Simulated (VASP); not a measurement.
Wanted: the native input for a VASP 6.6.1 run.

```
Task                   : single point
Functional             : PBE
Potentials or basis    : VASP PAW PBE potentials, release 64 (Sr_sv, Ti_sv, O)
Cutoff                 : 520 eV
k mesh                 : 6 × 6 × 6
Occupations            : fermi-dirac, width 0.02 eV
Spin                   : no spin polarisation
Dipole correction      : no
Further INCAR settings : ALGO = Normal; EDIFF = 1e-06; NBANDS = 28
```

The structure of SrTiO3 lies in POSCAR:

```
SrTiO3
1.0
    3.9068515088      0.0000000000      0.0000000000
    0.0000000000      3.9068515088      0.0000000000
    0.0000000000      0.0000000000      3.9068515088
Sr Ti O
1 1 3
Direct
    0.0000000000      0.0000000000      0.0000000000
    0.5000000000      0.5000000000      0.5000000000
    0.5000000000      0.5000000000      0.0000000000
    0.5000000000      0.0000000000      0.5000000000
    0.0000000000      0.5000000000      0.5000000000
```

These files were run (other wordings do the same):

INCAR

```
PREC     = Accurate       # precision mode
ENCUT    = 520            # plane-wave cutoff, eV
EDIFF    = 1E-6           # SCF threshold, eV
ISMEAR   = -1             # smearing method
SIGMA    = 0.02           # smearing width, eV
LREAL    = False          # projectors in reciprocal space
LASPH    = True           # aspherical terms in the spheres
NELM     = 80             # most SCF steps
ALGO     = Normal         # electronic algorithm
ISIF     = 2              # what is computed and relaxed
LWAVE    = False          # write WAVECAR
LCHARG   = False          # write CHGCAR
GGA      = PE             # functional
NBANDS   = 28             # bands
```

KPOINTS

```
regular mesh
0
Gamma
  6 6 6
```

Potentials or basis: VASP PAW PBE potentials, release 64 (Sr_sv, Ti_sv, O).

The run is started by

```console
$ cat potpaw_PBE.64/Sr_sv/POTCAR potpaw_PBE.64/Ti_sv/POTCAR potpaw_PBE.64/O/POTCAR > POTCAR
$ mpirun -np 1 vasp_std > vasp.out
```

It gave:

```yaml
Pressure: 4.7 GPa
Band_gap_on_the_k_mesh: 1.85 eV (least direct gap 2.21 eV)
```

Caveat: the cell stands under pressure.

Run time: 20 s on 1 thread of Intel(R) Xeon(R) 6975P-C (Granite Rapids), on a shared host, peak memory 0.18 GiB.
